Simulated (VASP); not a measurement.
# In2PtSe2 (Immm) in VASP: single point with PBE

Aim: the single point of In2PtSe2 with PBE.

Program: VASP 6.6.1. These are calculated values, not measurements. Logs are shortened: lines on timing, memory, paths and dates and some standing lists are left out, and cuts for length are marked.

### Step 1. The cell of the first run

It takes space group Immm (No. 71, orthorhombic). The conventional cell has a = 3.721 Å, b = 7.977 Å, c = 8.742 Å, α = 90.00°, β = 90.00°, γ = 90.00°. In (site symmetry mm2) has 6 Se at 3.10 to 3.44 Å and 2 Pt at 3.19 Å and 3 In at 3.56 to 3.72 Å within 4.1 Å. Pt (site symmetry mmm) has 4 Se at 2.52 Å and 4 In at 3.19 Å within 3.3 Å. Se (site symmetry m2m) has 2 Pt at 2.52 Å and 6 In at 3.10 to 3.44 Å and 1 Se at 3.41 Å within 3.5 Å.

The cell was generated, and may not be a known phase.

### Step 2. Single point, PBE, collinear spin

File INCAR:

```
PREC = Accurate
ENCUT = 520
EDIFF = 1E-6
ISMEAR = 0
SIGMA = 0.1
LREAL = False
LASPH = True
NELM = 150
ALGO = Normal
ISIF = 2
LWAVE = False
LCHARG = False
ISPIN = 2
MAGMOM = 0 0 1 0 0
LORBIT = 11
LMAXMIX = 4
GGA = PE
NBANDS = 36
```

File KPOINTS:

```
regular mesh
0
Gamma
  6 6 6
```

File POSCAR:

```
In2PtSe2
1.0
   -1.8606894612      3.9883178944      4.3711800684
    1.8606894612     -3.9883178944      4.3711800684
    1.8606894612      3.9883178944     -4.3711800684
In Pt Se
2 1 2
Direct
    0.2033242620      0.2033242620      0.0000000000
    0.7966757380      0.7966757380      0.0000000000
    0.5000000000      0.0000000000      0.5000000000
    0.7136854626      0.5000000000      0.2136854626
    0.2863145374      0.5000000000      0.7863145374
```

Potentials or basis: VASP PAW PBE potentials, release 64 (In_d, Pt, Se).

The run is started by

```bash
$ cat potpaw_PBE.64/In_d/POTCAR potpaw_PBE.64/Pt/POTCAR potpaw_PBE.64/Se/POTCAR > POTCAR
$ mpirun -np 1 vasp_std > vasp.out
```

OUTCAR:

```text
PREC = Accurate
   ENCUT = 520
   EDIFF = 1E-6
   ISMEAR = 0
   LREAL = False
   LASPH = True
   NELM = 150
   ISIF = 2
   ISPIN = 2
   LORBIT = 11
   GGA = PE

 ion  position               nearest neighbor table
   1  0.203  0.203  0.000-   4 3.10   5 3.10   3 3.19   3 3.19   2 3.56
   2  0.797  0.797  0.000-   5 3.10   4 3.10   3 3.19   3 3.19   1 3.56
   3  0.500  0.000  0.500-   5 2.52   4 2.52   4 2.52   5 2.52   1 3.19   2 3.19   2 3.19   1 3.19

   4  0.714  0.500  0.214-   3 2.52   3 2.52   1 3.10   2 3.10
   5  0.286  0.500  0.786-   3 2.52   3 2.52   2 3.10   1 3.10

  LATTYP: Found a body centered orthorhombic cell.
 ALAT       =     3.7213789224
 B/A-ratio  =     2.1434623980
 C/A-ratio  =     2.3492260044

  Lattice vectors:

 A1 = (  -1.8606894612,   3.9883178944,   4.3711800684)
 A2 = (   1.8606894612,  -3.9883178944,   4.3711800684)
 A3 = (   1.8606894612,   3.9883178944,  -4.3711800684)

Analysis of symmetry for initial positions (statically):
=====================================================================
 Subroutine PRICEL returns:
 Original cell was already a primitive cell.

 Routine SETGRP: Setting up the symmetry group for a
 body centered orthorhombic supercell.

 Subroutine GETGRP returns: Found  8 space group operations
 (whereof  8 operations were pure point group operations)
 out of a pool of  8 trial point group operations.

The static configuration has the point symmetry D_2h.

Analysis of symmetry for dynamics (positions and initial velocities):
=====================================================================
 Subroutine PRICEL returns:
 Original cell was already a primitive cell.

 Routine SETGRP: Setting up the symmetry group for a
 body centered orthorhombic supercell.

 Subroutine GETGRP returns: Found  8 space group operations
 (whereof  8 operations were pure point group operations)
 out of a pool of  8 trial point group operations.

The dynamic configuration has the point symmetry D_2h.

Analysis of structural, dynamic, and magnetic symmetry:
=====================================================================
 Subroutine PRICEL returns:
 Original cell was already a primitive cell.

 Routine SETGRP: Setting up the symmetry group for a
 body centered orthorhombic supercell.

 Subroutine GETGRP returns: Found  8 space group operations
 (whereof  8 operations were pure point group operations)
 out of a pool of  8 trial point group operations.

The overall configuration has the point symmetry D_2h.

 Subroutine INISYM returns: Found  8 space group operations
 (whereof  8 operations are pure point group operations),
 and found     1 'primitive' translations

----------------------------------------------------------------------------------------

                                     Primitive cell

  volume of cell :     129.7545

  direct lattice vectors                    reciprocal lattice vectors
    -1.860689461  3.988317894  4.371180068     0.000000000  0.125366135  0.114385587
     1.860689461 -3.988317894  4.371180068     0.268717597  0.000000000  0.114385587
     1.860689461  3.988317894 -4.371180068     0.268717597  0.125366135  0.000000000

  length of vectors
     6.202907390  6.202907390  6.202907390     0.169707780  0.292050012  0.296522874

  position of ions in fractional coordinates (direct lattice)
     0.203324262  0.203324262  0.000000000
     0.796675738  0.796675738  0.000000000
     0.500000000  0.000000000  0.500000000
     0.713685463  0.500000000  0.213685463
     0.286314537  0.500000000  0.786314537

  ion indices of the primitive-cell ions
   primitive index   ion index
                 1           1
                 2           2
                 3           3
                 4           4
                 5           5

----------------------------------------------------------------------------------------

 KPOINTS: regular mesh

Automatic generation of k-mesh.
 Grid dimensions read from file:
 generate k-points for:    6    6    6

 Generating k-lattice:

  Cartesian coordinates                     Fractional coordinates (reciprocal lattice)
     0.000000000  0.020894356  0.019064265     0.166666667 -0.000000000  0.000000000
     0.044786266  0.000000000  0.019064265     0.000000000  0.166666667  0.000000000
     0.044786266  0.020894356  0.000000000     0.000000000 -0.000000000  0.166666667

  Length of vectors
     0.028284630  0.048675002  0.049420479

  Shift w.r.t. Gamma in fractional coordinates (k-lattice)
     0.000000000  0.000000000  0.000000000

 Subroutine IBZKPT returns following result:
 ===========================================

 Found     46 irreducible k-points:

 Following reciprocal coordinates:
            Coordinates               Weight
  0.000000  0.000000  0.000000      1.000000
  0.166667 -0.000000  0.000000      4.000000
  0.333333 -0.000000  0.000000      4.000000
  0.500000 -0.000000  0.000000      2.000000
  0.000000  0.166667  0.000000      4.000000
  0.166667  0.166667  0.000000      8.000000
[... 16 lines left out ...]
 -0.166667  0.166667  0.166667      2.000000
  0.166667  0.333333  0.166667      4.000000
 [... further k-points ...]
   k-points           NKPTS =     46   k-points in BZ     NKDIM =     46   number of bands    NBANDS=     36
   number of dos      NEDOS =    301   number of ions     NIONS =      5
   total plane-waves  NPLWV = 110592
   dimension x,y,z NGX =    48 NGY =   48 NGZ =   48
   dimension x,y,z NGXF=    96 NGYF=   96 NGZF=   96
   ions per type =               2   1   2
   NGX,Y,Z   is equivalent  to a cutoff of  12.86, 12.86, 12.86 a.u.
   NGXF,Y,Z  is equivalent  to a cutoff of  25.73, 25.73, 25.73 a.u.
 SYSTEM =  unknown system
   PREC   = accura    normal or accurate (medium, high low for compatibility)
   ISTART =      0    job   : 0-new  1-cont  2-samecut
   ICHARG =      2    charge: 1-file 2-atom 10-const
   ISPIN  =      2    spin polarized calculation?
   LNONCOLLINEAR =      F non collinear calculations
   LSORBIT =      F    spin-orbit coupling
   LASPH  =      T    aspherical Exc in radial PAW
   ENCUT  =  520.0 eV  38.22 Ry    6.18 a.u.  11.53 11.53 11.53*2*pi/ulx,y,z
   NELM   =    150;   NELMIN=  2; NELMDL= -5     # of ELM steps
   EDIFF  = 0.1E-05   stopping-criterion for ELM
   LREAL  =      F    real-space projection
   EDIFFG = 0.1E-04   stopping-criterion for IOM
   NSW    =      0    number of steps for IOM
   IBRION =     -1    ionic relax: 0-MD 1-quasi-New 2-CG
   NFREE  =      0    steps in history (QN), initial steepest desc. (CG)
   ISIF   =      2    stress and relaxation
   ISYM   =      2    0-nonsym 1-usesym 2-fastsym
   POTIM  = 0.5000    time-step for ionic-motion
   TEBEG  =    0.0;   TEEND  =   0.0 temperature during run
   PSTRESS=    0.0 pullay stress
   NELECT =      48.0000    total number of electrons
   NUPDOWN=      -1.0000    fix difference up-down
   EMIN   =  10.00;   EMAX   =-10.00  energy-range for DOS
   EFERMI =   0.00;   METHOD = LEGACY
   ISMEAR =     0;   SIGMA  =   0.10  broadening in eV -4-tet -1-fermi 0-gaus
   EFERMI_NEDOS =   21; number of points for ismear=-14 and -15
   IALGO  =     38    algorithm
   IMIX   =      4    mixing-type and parameters
     AMIX     =   0.40;   BMIX     =  1.00
     AMIX_MAG =   1.60;   BMIX_MAG =  1.00
  volume/ion in A,a.u.               =      25.95       175.13
  Fermi-wavevector in a.u.,A,eV,Ry     =   1.175207  2.220820 18.791170  1.381112
  Thomas-Fermi vector in A             =   2.311592
   LORBIT       =     11    0 simple, 1 ext, 2 COOP (PROOUT), +10 PAW based schemes
   GGA     = PE    functional components
   LHFCALC =     F    Hartree Fock is set to
   AEXX    =    0.0000 exact exchange contribution
   IVDW    =     0    specifies the selected vdW correction
   LEPSILON=     F    determine dielectric tensor
   LRPA    =     F    only Hartree local field effects (RPA)
 spin polarized calculation
 Gauss-broadening in eV      SIGMA  =   0.10
  energy-cutoff  :      520.00
  volume of cell :      129.75
 maximum number of plane-waves:      3513
 NGX is ok and might be reduce to    48
   NGX = 23   NGY = 23   NGZ = 23

 number of electron      47.9999999 magnetization      -0.0004662

 number of electron      47.9999999 magnetization       0.0000406

 Free energy of the ion-electron system (eV)
  ---------------------------------------------------
  ext. energy  EPLUGINS =         0.00000000
  ---------------------------------------------------
  free energy    TOTEN  =       -19.61787984 eV

  energy without entropy =      -19.61181978  energy(sigma->0) =      -19.61484981

 E-fermi :   5.3756     XC(G=0):  -9.7405

 val. band max:        5.3625304938   @ k =   0.5000  -0.0000   0.0000
 cond. band min:       5.3854085901   @ k =   0.1667   0.5000   0.0000
 fundamental gap:      0.0228780963
 Fermi energy:         5.3755726255

 spin component 1

 k-point     1 :       0.0000    0.0000    0.0000
  band No.  band energies     occupation
      1      -9.1451      1.00000
      2      -9.1054      1.00000
      3      -9.0062      1.00000
      4      -8.9956      1.00000
      5      -8.9376      1.00000
      6      -8.9301      1.00000
[... 28 lines left out ...]
     35      13.7886      0.00000
     36      15.1366      0.00000

 k-point     2 :       0.1667   -0.0000    0.0000
  band No.  band energies     occupation
      1      -9.1465      1.00000
      2      -9.0770      1.00000
      3      -9.0080      1.00000
      4      -8.9927      1.00000
      5      -8.9366      1.00000
      6      -8.9364      1.00000
[... 28 lines left out ...]
     35      13.6472      0.00000
     36      14.6854      0.00000
[... 817 lines left out ...]
     35      13.6176      0.00000
     36      14.6703      0.00000

 k-point    24 :       0.1667    0.3333    0.1667
  band No.  band energies     occupation
      1      -9.0244      1.00000
      2      -9.0047      1.00000
      3      -8.9826      1.00000
      4      -8.9694      1.00000
      5      -8.9634      1.00000
      6      -8.9557      1.00000
[... 28 lines left out ...]
     35      12.6974      0.00000
     36      13.6822      0.00000

 [... further k-points ...]

 spin component 2

 k-point     1 :       0.0000    0.0000    0.0000
  band No.  band energies     occupation
      1      -9.1451      1.00000
      2      -9.1054      1.00000
      3      -9.0062      1.00000
      4      -8.9956      1.00000
      5      -8.9376      1.00000
      6      -8.9301      1.00000
[... 28 lines left out ...]
     35      13.7886      0.00000
     36      15.1366      0.00000

 k-point     2 :       0.1667   -0.0000    0.0000
  band No.  band energies     occupation
      1      -9.1465      1.00000
      2      -9.0770      1.00000
      3      -9.0080      1.00000
      4      -8.9927      1.00000
      5      -8.9366      1.00000
      6      -8.9364      1.00000
[... 28 lines left out ...]
     35      13.6471      0.00000
     36      14.6854      0.00000
[... 817 lines left out ...]
     35      13.6176      0.00000
     36      14.6703      0.00000

 k-point    24 :       0.1667    0.3333    0.1667
  band No.  band energies     occupation
      1      -9.0244      1.00000
      2      -9.0047      1.00000
      3      -8.9826      1.00000
      4      -8.9694      1.00000
      5      -8.9634      1.00000
      6      -8.9557      1.00000
[... 28 lines left out ...]
     35      12.6973      0.00000
     36      13.6822      0.00000

 [... further k-points ...]

------------------------ aborting loop because EDIFF is reached ----------------------------------------

  FORCE on cell =-STRESS in cart. coord.  units (eV):
  Direction    XX          YY          ZZ          XY          YZ          ZX
  --------------------------------------------------------------------------------------
  -------------------------------------------------------------------------------------
  Total       -0.0193306     -0.0891368      0.1941057      0.0000000      0.0000000      0.0000000
  in kB       -0.2386897     -1.1006403      2.3967715      0.0000000      0.0000000      0.0000000
  external PRESSURE =       0.3524805 kB  Pullay stress =       0.0000000 kB

 VOLUME and BASIS-vectors are now :
 -----------------------------------------------------------------------------
  energy-cutoff  :      520.00
  volume of cell :      129.75
      direct lattice vectors                 reciprocal lattice vectors
    -1.860689461  3.988317894  4.371180068     0.000000000  0.125366135  0.114385587
     1.860689461 -3.988317894  4.371180068     0.268717597  0.000000000  0.114385587
     1.860689461  3.988317894 -4.371180068     0.268717597  0.125366135  0.000000000

 POSITION                                       TOTAL-FORCE (eV/Angst)
 -----------------------------------------------------------------------------------
      0.00000      0.00000      1.77753        -0.000000     -0.000000     -0.007650
      0.00000      0.00000      6.96483         0.000000     -0.000000      0.007650
      0.00000      3.98832      0.00000        -0.000000     -0.000000      0.000000
      0.00000      1.70449      4.37118        -0.000000      0.001308      0.000000
      1.86069      2.28383      0.00000         0.000000     -0.001308      0.000000
 -----------------------------------------------------------------------------------
    total drift:                                0.000000      0.000000     -0.000000

  FREE ENERGIE OF THE ION-ELECTRON SYSTEM (eV)
  ---------------------------------------------------
  free  energy   TOTEN  =       -19.6178798397 eV

  energy  without entropy=      -19.6118197770  energy(sigma->0) =      -19.61484981

 total charge

# of ion       s       p       d       tot
------------------------------------------
    1        1.102   0.281   9.854  11.238
    2        1.102   0.281   9.854  11.238
    3        0.651   0.498   8.126   9.275
    4        1.478   2.255   0.049   3.782
    5        1.478   2.255   0.049   3.782
--------------------------------------------------
tot          5.812   5.570  27.934  39.316

 magnetization (x)

# of ion       s       p       d       tot
------------------------------------------
    1        0.000  -0.000   0.000   0.000
    2        0.000  -0.000   0.000   0.000
    3       -0.000  -0.000  -0.000  -0.000
    4       -0.000   0.000   0.000   0.000
    5       -0.000   0.000   0.000   0.000
--------------------------------------------------
tot         -0.000   0.000  -0.000  -0.000
```

Run time: 4.5 min. Hardware: 1 thread of Intel Xeon 6975P-C (Granite Rapids), shared host; peak memory 0.62 GiB.

What came out:

- Free energy: -19.6179 eV
- Pressure: 0.0 GPa
- Largest force: 0.008 eV/Å
- Band gap on the k mesh: zero (filled and empty bands overlap)
- Net moment: 0.00 μB per cell
- Valence electrons inside the program's atomic spheres: In 11.24; Pt 9.28; Se 3.78

Forces in eV/Å, atoms in the order of the input:
```
In   0.000  0.000 -0.008
In   0.000  0.000  0.008
Pt   0.000  0.000  0.000
Se   0.000  0.001  0.000
Se   0.000 -0.001  0.000
```

Stress tensor (GPa, compression positive):
```
-0.02  0.00  0.00
 0.00 -0.11  0.00
 0.00  0.00  0.24
```

Caveat: spin-orbit coupling is left out, which moves the levels of the heavy elements.

The gap in the log of VASP goes by the Fermi energy; the results here count the filled bands.